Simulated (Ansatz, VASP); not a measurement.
One calculation of Si3Ge, two programs

POSCAR

```
Si3Ge
1.0
    3.8488202309      0.0000000000      0.0000000000
    0.0000000000      3.8488202309      0.0000000000
    0.0000000000      0.0000000000      5.4282831236
Si Ge
3 1
Direct
    0.5000000000      0.0000000000      0.7548774919
    0.5000000000      0.5000000000      0.0000000000
    0.0000000000      0.5000000000      0.2451225081
    0.0000000000      0.0000000000      0.5000000000
```

Contents of INCAR.step1:

```
SYSTEM = Si3Ge
PREC = Accurate
ENCUT = 520
ISMEAR = 0
SIGMA = 0.01
LREAL = .FALSE.
LASPH = .TRUE.
NELM = 80
NBANDS = 21
GGA = PE
ALGO = Normal
EDIFF = 1E-4
LWAVE = .TRUE.
LCHARG = .FALSE.
```

File INCAR.step2:

```
SYSTEM = Si3Ge
PREC = Accurate
ENCUT = 520
EDIFF = 1E-7
ISMEAR = 0
SIGMA = 0.01
LREAL = .FALSE.
LASPH = .TRUE.
NELM = 80
ALGO = Normal
ISIF = 2
LWAVE = .FALSE.
LCHARG = .FALSE.
METAGGA = R2SCAN
LMIXTAU = .TRUE.
NBANDS = 21
ISTART = 1
```

The input KPOINTS:

```
regular mesh
0
G
  6 6 4
  0 0 0
```

Input for Ansatz:

```yaml
crystal:
  lattice:
    - [3.8488202309, 0.0, 0.0]
    - [0.0, 3.8488202309, 0.0]
    - [0.0, 0.0, 5.4282831236]
  atoms:
    - { symbol: Si, position: [0.5, 0.0, 0.7548774919] }
    - { symbol: Si, position: [0.5, 0.5, 0.0] }
    - { symbol: Si, position: [0.0, 0.5, 0.2451225081] }
    - { symbol: Ge, position: [0.0, 0.0, 0.5] }
kpoints:
  mp_grid: { grid: [6, 6, 4] }
hamiltonian:
  xc: r2scan
scf:
  occupations: { method: fixed }
  n_extra_bands: 5
output:
  forces: true
  stress: true
  eigenvalues: true
```

Alike in both runs: task single point; functional r2SCAN; k mesh 6 × 6 × 4; no spin polarisation.

```csv
,VASP,Ansatz
version,VASP 6.6.1,Ansatz 0.2.0
potentials or method,"VASP PAW PBE potentials, release 64 (Si, Ge_d)","plane waves, PAW"
plane-wave cutoff (eV),520,500
occupations,"gaussian, width 0.01 eV",fixed
valence electrons in the cell,26,26
```

```tsv
	VASP	Ansatz	Ansatz less VASP
gap on the k mesh at the Fermi level (eV)	0.51	0.51	-0.008
pressure (GPa)	2.8	3.0	+0.15
rms of the force components (eV/Å)	0.007	0.001	-0.0058
```

VASP's potentials were made for PBE, not for r2SCAN. Atom by atom the forces differ by 0.009 eV/Å (rms over components).
